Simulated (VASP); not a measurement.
Here is a VASP 6.6.1 calculation.

POSCAR

```
Ir
1.0
    2.7513778946      0.0000000000      0.0000000000
   -1.3756889473      2.3827631521      0.0000000000
    0.0000000000      0.0000000000      4.4622900000
Ir
2
Direct
    0.6666666700      0.3333333300      0.7500000000
    0.3333333300      0.6666666700      0.2500000000
```

The input INCAR.step1:

```
SYSTEM = Ir
PREC = Accurate
ENCUT = 520
ISMEAR = 0
SIGMA = 0.1
LREAL = .FALSE.
LASPH = .TRUE.
NELM = 80
NBANDS = 16
GGA = PE
ALGO = Normal
EDIFF = 1E-4
LWAVE = .TRUE.
LCHARG = .FALSE.
```

The input INCAR.step2:

```
SYSTEM = Ir
PREC = Accurate
ENCUT = 520
EDIFF = 1E-7
ISMEAR = 0
SIGMA = 0.1
LREAL = .FALSE.
LASPH = .TRUE.
NELM = 80
ALGO = Normal
ISIF = 2
LWAVE = .FALSE.
LCHARG = .FALSE.
METAGGA = R2SCAN
LMIXTAU = .TRUE.
NBANDS = 16
ISTART = 1
```

File KPOINTS:

```
regular mesh
0
G
  6 6 4
  0 0 0
```

Potentials or basis: VASP PAW PBE potentials, release 64 (Ir).

Launch:

```sh
$ cat potpaw_PBE.64/Ir/POTCAR > POTCAR
$ cp INCAR.step1 INCAR
$ mpirun -np 1 vasp_std > vasp.out
$ cp INCAR.step2 INCAR
$ mpirun -np 1 vasp_std > vasp.out
```

What does it give for the pressure?

-6.7 GPa.

What does it give for the band gap on the k mesh?

Zero (band 9 reaches 10.69 eV, above the bottom of band 10 at 7.42 eV).

Stress tensor (GPa, compression positive):
```
 -4.54   0.00   0.00
  0.00  -4.54   0.00
  0.00   0.00 -11.18
```

Caveat: the k points lie up to 0.44 Å⁻¹ apart; the PAW data sets were made with another functional, which shifts forces and pressure a little; spin-orbit coupling is left out, which moves the levels of the heavy elements.
